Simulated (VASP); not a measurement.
Wanted: the native input for a VASP 6.6.1 run.

```yaml
Task: single point
Functional: PBE
Potentials_or_basis: VASP PAW PBE potentials, release 64 (Cd)
Cutoff: 520 eV
k_mesh: 15 × 15 × 15
Occupations: fermi-dirac, width 0.1 eV
Spin: no spin polarisation
Dipole_correction: no
Further_INCAR_settings: ALGO = Normal; EDIFF = 1e-07; NBANDS = 12
```

The structure of Cd lies in POSCAR:

```
Cd
1.0
    0.0000000000      2.2518479556      2.2518479556
    2.2518479556      0.0000000000      2.2518479556
    2.2518479556      2.2518479556      0.0000000000
Cd
1
Direct
    0.0000000000      0.0000000000      0.0000000000
```

This isn't the form of Cd at room conditions, which is hcp.

The input as run:

INCAR

```
SYSTEM = Cd
PREC = Accurate
ENCUT = 520
EDIFF = 1E-7
ISMEAR = -1
SIGMA = 0.1
LREAL = .False.
LASPH = .True.
NELM = 80
ALGO = Normal
ISIF = 2
LWAVE = .False.
LCHARG = .True.
GGA = PE
LELF = .True.
LVHAR = .True.
NBANDS = 12
```

KPOINTS

```
Automatic mesh
0
Gamma
  15 15 15
  0 0 0
```

Potentials or basis: VASP PAW PBE potentials, release 64 (Cd).

The run is started by

```sh
$ cat potpaw_PBE.64/Cd/POTCAR > POTCAR
$ mpirun -np 1 vasp_std > vasp.out
```

Results of the run:

```
Pressure               : 0.2 GPa
Band gap on the k mesh : zero (bands 6 and 7 overlap by 2.56 eV)
```

Wall time 24 s on 1 thread of Intel Xeon 8259CL, on a shared host, peak memory 0.16 GiB.
